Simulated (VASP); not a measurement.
# HC18Cl in VASP: notebook, part 2 of 2

VASP 6.6.1. Earlier steps stand in the parts before.

### Step 3. Single point, PBE+D3(BJ)

INCAR reads:

```
SYSTEM = HC18Cl
PREC     = Accurate       ! precision mode
ENCUT    = 520            ! plane-wave cutoff, eV
EDIFF    = 1E-6           ! SCF threshold, eV
ISMEAR   = -1             ! smearing method
SIGMA    = 0.02           ! smearing width, eV
LREAL    = Auto         
LASPH    = .True.         ! aspherical terms in the spheres
NELM     = 80             ! most SCF steps
ALGO     = Normal         ! electronic algorithm
ISIF     = 2              ! what is computed and relaxed
LWAVE    = .False.        ! write WAVECAR
LCHARG   = .False.        ! write CHGCAR
GGA      = PE             ! functional
IVDW     = 12             ! dispersion correction
NBANDS   = 56             ! bands
```

KPOINTS reads:

```
regular mesh
0
Gamma
  2 2 1
  0 0 0
```

POSCAR reads:

```
HC18Cl
1.0
    7.3980000000      0.0000000000      0.0000000000
   -3.6990000000      6.4068560000      0.0000000000
    0.0000000000      0.0000000000     11.0000000000
C Cl H
18 1 1
Direct
   -0.0034482203     -0.0062714068      0.0891214545
    0.2211546094      0.1060961882      0.0891607273
   -0.0021365880      0.3292942748      0.0886389091
    0.2199872519      0.4404570666      0.0887374545
   -0.0011257765      0.6616657218      0.0888270000
    0.2188472444      0.7715395820      0.0889463636
    0.3311299374     -0.0038898954      0.0892001818
    0.5530808437      0.1070562535      0.0891633636
    0.3321368493      0.3280449881      0.0890620909
    0.5521456792      0.4381688928      0.0891434545
    0.3298693860      0.6604927596      0.0889178182
    0.5544614336      0.7727912099      0.0891898182
    0.6653853162     -0.0052866804      0.0891443636
    0.8853893589      0.1045589287      0.0889856364
    0.6629522170      0.3270382540      0.0890529091
    0.8876946575      0.4394882607      0.0886791818
    0.6645071636      0.6628007559      0.0891790909
    0.8864588440      0.7737735950      0.0891095455
    1.0186133010      0.4551744256      0.4112848182
    0.9786173360      0.4159689245      0.2964559091
```

Potentials or basis: VASP PAW PBE potentials, release 64 (C, Cl, H).

Command:

```
> cat potpaw_PBE.64/C/POTCAR potpaw_PBE.64/Cl/POTCAR potpaw_PBE.64/H/POTCAR > POTCAR
> mpirun -np 1 vasp_std > vasp.out
```

OUTCAR:

```text
SYSTEM = HC18Cl
   PREC = Accurate
   ENCUT = 520
   EDIFF = 1E-6
   ISMEAR = -1
   LREAL = Auto
   LASPH = .True.
   NELM = 80
   ISIF = 2
   GGA = PE
   IVDW = 12
 IVDW          = 12

 ion  position               nearest neighbor table
   1  0.997  0.994  0.089-  18 1.41  14 1.42   2 1.44
   2  0.221  0.106  0.089-   7 1.41   9 1.42   1 1.44
   3  0.998  0.329  0.089-  16 1.41   4 1.42  14 1.44
   4  0.220  0.440  0.089-  11 1.41   3 1.42   9 1.44
   5  0.999  0.662  0.089-   6 1.41  16 1.42  18 1.44
   6  0.219  0.772  0.089-   5 1.41  11 1.42   7 1.44
[... 10 lines left out ...]
  17  0.665  0.663  0.089-  12 1.41  18 1.42  10 1.44
  18  0.886  0.774  0.089-   1 1.41  17 1.42   5 1.44
  19  0.019  0.455  0.411-  20 1.30
  20  0.979  0.416  0.296-  19 1.30

  LATTYP: Found a hexagonal cell.
 ALAT       =     7.3980000000
 C/A-ratio  =     1.4868883482

  Lattice vectors:

 A1 = (   7.3980000000,   0.0000000000,   0.0000000000)
 A2 = (  -3.6990000000,   6.4068560000,   0.0000000000)
 A3 = (   0.0000000000,   0.0000000000,  11.0000000000)
[... 194 lines left out ...]
 fundamental gap:      0.1979368456
 Fermi energy:        -1.4230338809

 k-point     1 :       0.0000    0.0000    0.0000
  band No.  band energies     occupation
      1     -20.9471      2.00000
      2     -18.4675      2.00000
      3     -18.4229      2.00000
      4     -18.3683      2.00000
      5     -18.3417      2.00000
      6     -18.2932      2.00000
[... 209 lines left out ...]
     51       4.6037      0.00000
     52       4.6593      0.00000
 [bands above 52 left out]

------------------------ aborting loop because EDIFF is reached ----------------------------------------

 Edisp (eV)   -1.77483

 E8    (eV) :    -0.5432

  FORCE on cell =-STRESS in cart. coord.  units (eV):
  Direction    XX          YY          ZZ          XY          YZ          ZX
  --------------------------------------------------------------------------------------
  -------------------------------------------------------------------------------------
  Total       1.12471     1.10949    -0.34543    -0.01465    -0.02664    -0.01146
  in kB       3.45620     3.40944    -1.06148    -0.04502    -0.08187    -0.03522
  external pressure =        1.93 kB  Pullay stress =        0.00 kB

 VOLUME and BASIS-vectors are now :
 -----------------------------------------------------------------------------
  energy-cutoff  :      520.00
  volume of cell :      521.38
      direct lattice vectors                 reciprocal lattice vectors
     7.398000000  0.000000000  0.000000000     0.135171668  0.078041398  0.000000000
    -3.699000000  6.406856000  0.000000000     0.000000000  0.156082796  0.000000000
     0.000000000  0.000000000 11.000000000     0.000000000  0.000000000  0.090909091

 POSITION                                       TOTAL-FORCE (eV/Angst)
 -----------------------------------------------------------------------------------
      3.69669      6.36668      0.98034        -0.008223      0.017094      0.000886
      1.24365      0.67974      0.98077         0.002962      0.001398     -0.003029
      6.16413      2.10974      0.97503         0.011813      0.001590      0.012563
     -0.00178      2.82194      0.97611         0.022586      0.011026     -0.005427
      4.94217      4.23920      0.97710        -0.013001      0.001851     -0.009323
     -1.23489      4.94314      0.97841        -0.007832     -0.004352      0.000678
[... 12 lines left out ...]
     -1.54599      2.91624      4.52413        -0.015233     -0.024030     -0.127333
      5.70114      2.66505      3.26102         0.016427      0.026542      0.129061
 -----------------------------------------------------------------------------------
    total drift:                               -0.003735     -0.002724     -0.003583

  FREE ENERGIE OF THE ION-ELECTRON SYSTEM (eV)
  ---------------------------------------------------
  free  energy   TOTEN  =      -173.5151490903 eV

  energy  without entropy=     -173.5140493699  energy(sigma->0) =     -173.51459923
```

stdout:

```text
POSCAR found type information on POSCAR C ClH
 POSCAR found :  3 types and      20 ions
 scaLAPACK will be used
 LDA part: xc-table for (Slater+PW92), standard interpolation
 POSCAR, INCAR and KPOINTS ok, starting setup
 FFT: planning ... GRIDC
 FFT: planning ... GRID_SOFT
 FFT: planning ... GRID
 WAVECAR not read
 entering main loop
```

Wall time 2.3 min (1 thread of Intel Xeon 6975P-C (Granite Rapids), shared host); peak memory 0.61 GiB.

Results:

```
Free energy                : -173.5151 eV
Largest force              : 0.133 eV/Å
Band gap on the k mesh     : 0.20 eV, direct
Dispersion energy per atom : -0.089 eV
```

Forces in eV/Å, atoms in the order of the input:
```
C   -0.008  0.017  0.001
C    0.003  0.001 -0.003
C    0.012  0.002  0.013
C    0.023  0.011 -0.005
C   -0.013  0.002 -0.009
C   -0.008 -0.004  0.001
C    0.005 -0.005  0.001
C    0.013  0.003 -0.002
C   -0.014  0.019  0.004
C   -0.008  0.004  0.001
C    0.012 -0.019 -0.001
C    0.003 -0.027  0.002
C    0.008  0.007  0.000
C   -0.005  0.002 -0.008
C    0.012 -0.010 -0.012
C   -0.015  0.011  0.016
C   -0.024 -0.010  0.003
C    0.004 -0.007 -0.001
Cl  -0.015 -0.024 -0.127
H    0.016  0.027  0.129
```

Levels at points of the mesh, in eV from the valence-band top:
```
           k point  band 37  band 38  band 39  band 40  band 41  band 42  band 43  band 44
(0.00, 0.00, 0.00)    -2.95    -2.94    -0.04     0.00     0.20     0.22     3.25     4.59
(0.50, 0.00, 0.00)    -2.56    -2.52    -2.51    -2.26     1.77     2.54     2.59     2.63
(0.00, 0.50, 0.00)    -2.56    -2.52    -2.51    -2.26     1.78     2.54     2.59     2.63
(0.50, 0.50, 0.00)    -2.57    -2.54    -2.52    -2.25     1.75     2.56     2.57     2.64
```

Caveat: the k points lie up to 0.49 Å⁻¹ apart.
